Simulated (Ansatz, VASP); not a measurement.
**Two plane-wave programs on KScS2**

```
K S Sc
1.0
     4.15591    0.00000    0.00000
     0.00000    4.15591    0.00000
     0.00000    0.00000    5.44277
K S Sc
1 2 1
Direct
  0.00000 0.00000 0.00000
  0.00000 0.00000 0.50000
  0.50000 0.50000 0.00000
  0.50000 0.50000 0.50000
```

Change from the starting cell: epitaxial_xy strain +3.0%.

Alike in both runs: task single point; functional PBE; k mesh 6 × 6 × 6; occupations fermi-dirac, width 0.02 eV; no spin polarisation.

|  | VASP | Ansatz |
| --- | --- | --- |
| version | VASP 6.6.1 | Ansatz 0.2.0 |
| potentials or method | VASP PAW PBE potentials, release 64 (K_sv, S, Sc_sv) | plane waves, PAW |
| plane-wave cutoff (eV) | 520 | 420 |
| valence electrons in the cell | 32 | 32 |

|  | VASP | Ansatz | Ansatz less VASP |
| --- | --- | --- | --- |
| pressure (GPa) | -1.7 | -1.8 | -0.16 |
